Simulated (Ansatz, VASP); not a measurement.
## One calculation of Cu, two programs

File POSCAR:

```
Cu
1.0
   -1.4710905692      1.4710905692      1.4030702911
    1.4710905692     -1.4710905692      1.4030702911
    1.4710905692      1.4710905692     -1.4030702911
Cu
1
Direct
    0.0000000000      0.0000000000      0.0000000000
```

The input INCAR.step1:

```
SYSTEM = Cu
PREC = Accurate
ENCUT = 520
EDIFF = 1E-5
ISMEAR = -1
SIGMA = 0.05
LREAL = .False.
LASPH = .True.
NELM = 100
ALGO = Normal
ISIF = 2
LWAVE = .True.
GGA = PE
NBANDS = 12
```

The input INCAR.step2:

```
SYSTEM = Cu
PREC = Accurate
ENCUT = 520
EDIFF = 1E-6
ISMEAR = -1
SIGMA = 0.05
LREAL = .False.
LASPH = .True.
NELM = 100
ALGO = Normal
ISIF = 2
LWAVE = .False.
LCHARG = .True.
GGA = PE
LHFCALC = .True.
HFSCREEN = 0.2079
PRECFOCK = Normal
LELF = .True.
LVHAR = .True.
ISTART = 1
NBANDS = 12
```

The input KPOINTS:

```
regular mesh
0
Gamma
  8 8 8
  0 0 0
```

Contents of input:

```
crystal:
  lattice:
    - [-1.4710905692, 1.4710905692, 1.4030702911]
    - [1.4710905692, -1.4710905692, 1.4030702911]
    - [1.4710905692, 1.4710905692, -1.4030702911]
  atoms:
    - { symbol: Cu, position: [0.0, 0.0, 0.0] }
hamiltonian:
  xc: hse06
  pseudopotentials: { kind: paw }
kpoints:
  mp_grid: { grid: [8, 8, 8] }
scf:
  occupations: { method: fermi_dirac, width: 0.05 }
output:
  forces: true
  stress: true
  eigenvalues: true
```

Alike in both runs: task single point; functional HSE06; k mesh 8 × 8 × 8; occupations fermi-dirac, width 0.05 eV; no spin polarisation.

|  | VASP | Ansatz |
| --- | --- | --- |
| version | VASP 6.6.1 | Ansatz 0.2.0 |
| potentials or method | VASP PAW PBE potentials, release 64 (Cu) | Ansatz PAW |
| plane-wave cutoff (eV) | 520 | 420 |
| valence electrons in the cell | 11 | 19 |

```tsv
	VASP	Ansatz	Ansatz less VASP
gap on the k mesh at the Fermi level (eV)	none	none	-
pressure (GPa)	-0.9	-1.0	-0.09
traceless stress, the component that is largest in VASP (GPa)	-0.44	-0.42	+0.025
```

A gap of «none» marks a metal or a gap that the smearing closes. VASP's potentials hold 11 valence electrons a cell and Ansatz's 19, so a difference there can come from the potentials and not from the codes.

The k mesh is coarse, so the values compare programs but aren't converged.
